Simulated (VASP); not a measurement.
A run of VASP 6.6.1 is set up as follows.

Contents of INCAR:

```
SYSTEM = GaN
ALGO = Normal
EDIFF = 1E-6
ENCUT = 600
GGA = PS
GGA_COMPAT = .False.
ISIF = 2
ISMEAR = 0
LASPH = .True.
LCHARG = .True.
LELF = .True.
LREAL = .False.
LVHAR = .True.
LWAVE = .False.
NBANDS = 16
NELM = 120
PREC = Accurate
SIGMA = 0.03
```

File KPOINTS:

```
k-points
0
Gamma
  12 12 12
  0 0 0
```

POSCAR

```
GaN
1.0
    0.0000000000      2.0219791797      2.0219791797
    2.0219791797      0.0000000000      2.0219791797
    2.0219791797      2.0219791797      0.0000000000
Ga N
1 1
Direct
    0.0000000000      0.0000000000      0.0000000000
    0.5000000000      0.5000000000      0.5000000000
```

Potentials or basis: VASP PAW PBE potentials, release 64 (Ga_d, N).

Command:

```bash
$ cat potpaw_PBE.64/Ga_d/POTCAR potpaw_PBE.64/N/POTCAR > POTCAR
$ mpirun -np 1 vasp_std > vasp.out
```

Task: Estimate the band gap on the k mesh.

Result: 1.39 eV (least direct gap 4.56 eV).

Task: Predict the pressure.

Result: 40.0 GPa.

Caveat: the cell stands under pressure; the PAW data sets were made with another functional, which shifts forces and pressure a little. A k mesh can miss the band edges.
